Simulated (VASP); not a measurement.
A run of VASP 6.6.1 is set up as follows.

POSCAR

```
Sb
1.0
    3.2832084000      0.0000000000      0.0000000000
    0.0000000000      3.2832084000      0.0000000000
    0.0000000000      0.0000000000      3.2832084000
Sb
1
Direct
    0.0000000000      0.0000000000      0.0000000000
```

Contents of INCAR.step1:

```
SYSTEM = Sb
ALGO = Normal
EDIFF = 1E-4
ENCUT = 520
GGA = PE
ISMEAR = 0
LASPH = .TRUE.
LCHARG = .FALSE.
LREAL = .FALSE.
LWAVE = .TRUE.
NBANDS = 8
NELM = 80
PREC = Accurate
SIGMA = 0.1
```

The input INCAR.step2:

```
SYSTEM = Sb
ALGO = Normal
EDIFF = 1E-6
ENCUT = 520
ISIF = 2
ISMEAR = 0
ISTART = 1
LASPH = .TRUE.
LCHARG = .TRUE.
LELF = .TRUE.
LMIXTAU = .TRUE.
LREAL = .FALSE.
LVHAR = .TRUE.
LWAVE = .FALSE.
METAGGA = R2SCAN
NBANDS = 8
NELM = 80
PREC = Accurate
SIGMA = 0.1
```

Contents of KPOINTS:

```
k-points
0
G
  14 14 14
  0 0 0
```

Potentials or basis: VASP PAW PBE potentials, release 64 (Sb).

Run with:

```bash
$ cat potpaw_PBE.64/Sb/POTCAR > POTCAR
$ cp INCAR.step1 INCAR
$ mpirun -np 1 vasp_std > vasp.out
$ cp INCAR.step2 INCAR
$ mpirun -np 1 vasp_std > vasp.out
```

(1) Predict the pressure.

Answers

(1) -7.3 GPa.

Caveat: the cell differs from its parent crystal (functional r2SCAN, strained); the PAW data sets were made with another functional, which shifts forces and pressure a little.
